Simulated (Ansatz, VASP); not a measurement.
## Two plane-wave programs on Ga

File INCAR:

```
SYSTEM = Ga
ALGO     = Normal         ! electronic algorithm
EDIFF    = 1E-7           ! SCF threshold, eV
ENCUT    = 520            ! plane-wave cutoff, eV
GGA      = PE             ! functional
ISIF     = 2              ! what is computed and relaxed
ISMEAR   = -1             ! smearing method
LASPH    = .True.         ! aspherical terms in the spheres
LCHARG   = .False.        ! write CHGCAR
LREAL    = .False.        ! projectors in reciprocal space
LWAVE    = .False.        ! write WAVECAR
NBANDS   = 34             ! bands
NELM     = 60             ! most SCF steps
PREC     = Accurate       ! precision mode
SIGMA    = 0.2            ! smearing width, eV
```

File KPOINTS:

```
k-points
0
Gamma
  8 8 7
  0 0 0
```

The input POSCAR:

```
Ga
1.0
    2.3107968683     -3.8729233244      0.0000000000
    2.3107968683      3.8729233244      0.0000000000
    0.0000000000      0.0000000000      4.5463111460
Ga
4
Direct
    0.8442122196      0.1557877804      0.0839449706
    0.6557877804      0.3442122196      0.5839449706
    0.1557877804      0.8442122196      0.9160550294
    0.3442122196      0.6557877804      0.4160550294
```

Input for Ansatz:

```yaml
crystal:
  lattice:
    - [2.3107968683, -3.8729233244, 0.0]
    - [2.3107968683, 3.8729233244, 0.0]
    - [0.0, 0.0, 4.546311146]
  atoms:
    - { symbol: Ga, position: [0.8442122196, 0.1557877804, 0.0839449706] }
    - { symbol: Ga, position: [0.6557877804, 0.3442122196, 0.5839449706] }
    - { symbol: Ga, position: [0.1557877804, 0.8442122196, 0.9160550294] }
    - { symbol: Ga, position: [0.3442122196, 0.6557877804, 0.4160550294] }
hamiltonian:
  xc: pbe
  pseudopotentials:
    kind: paw
    azcp:
      Ga: "pseudopotentials/Ga.paw.azcp"
basis:
  ecutwfc: 420
  fft_grid_basis: typed
kpoints:
  mp_grid: { grid: [8, 8, 7], shift: [0, 0, 0] }
magnetization:
  spin_polarized: false
scf:
  occupations: { method: fermi_dirac, width: 0.2 }
  lower_state_search: "off"
output:
  stress: true
```

Alike in both runs: task single point; functional PBE; k mesh 8 × 8 × 7; occupations fermi-dirac, width 0.2 eV; no spin polarisation.

|  | VASP | Ansatz |
| --- | --- | --- |
| version | VASP 6.6.1 | Ansatz 0.2.0 |
| potentials or method | VASP PAW PBE potentials, release 64 (Ga_d), cutoff 520 eV | plane waves (420 eV) with PAW, scalar-relativistic |
| valence electrons in the cell | 52 | 52 |

```csv
,VASP,Ansatz,Ansatz less VASP
pressure (GPa),0.2,0.1,-0.12
"traceless stress, the component that is largest in VASP (GPa)",-0.11,-0.12,-0.013
```

The functional is the same, so the differences come from potentials, cutoffs and numerics.
